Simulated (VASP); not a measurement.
GaN, 4 atoms in the cell. It takes space group P6_3mc (No. 186, hexagonal). The conventional cell has a = 3.263 Å, b = 3.263 Å, c = 5.123 Å, α = 90.00°, β = 90.00°, γ = 120.00°. Within 2.6 Å of Ga (site symmetry 3m) lie 4 N at 1.96 to 1.98 Å. Within 2.6 Å of N (site symmetry 3m) lie 4 Ga at 1.96 to 1.98 Å.  This cell differs from its parent crystal: epitaxial xy strain +2.5%.

| Item | Value |
| --- | --- |
| Program | VASP 6.6.1 |
| Task | single point |
| Functional | r2SCAN |
| Potentials or basis | VASP PAW PBE potentials, release 64 (Ga_d, N) |
| Cutoff | 520 eV |
| k mesh | 12 × 12 × 6 |
| Occupations | gaussian, width 0.01 eV |
| Spin | no spin polarisation |
| Dipole correction | no |
| Further INCAR settings | ALGO = Normal; EDIFF = 1e-06; NBANDS = 26 |

Potentials or basis: VASP PAW PBE potentials, release 64 (Ga_d, N).

Run with:

```bash
$ cat potpaw_PBE.64/Ga_d/POTCAR potpaw_PBE.64/N/POTCAR > POTCAR
$ cp INCAR.step1 INCAR
$ mpirun -np 1 vasp_std > vasp.out
$ cp INCAR.step2 INCAR
$ mpirun -np 1 vasp_std > vasp.out
```

Hardware: 1 thread of Intel(R) Xeon(R) 6975P-C (Granite Rapids) (shared host).

Question: Estimate the wall time of this run.

Answer: Run time: 3 min on 1 thread of Intel(R) Xeon(R) 6975P-C (Granite Rapids), with other jobs on the host, peak memory 0.22 GiB. Counts: k points 76.
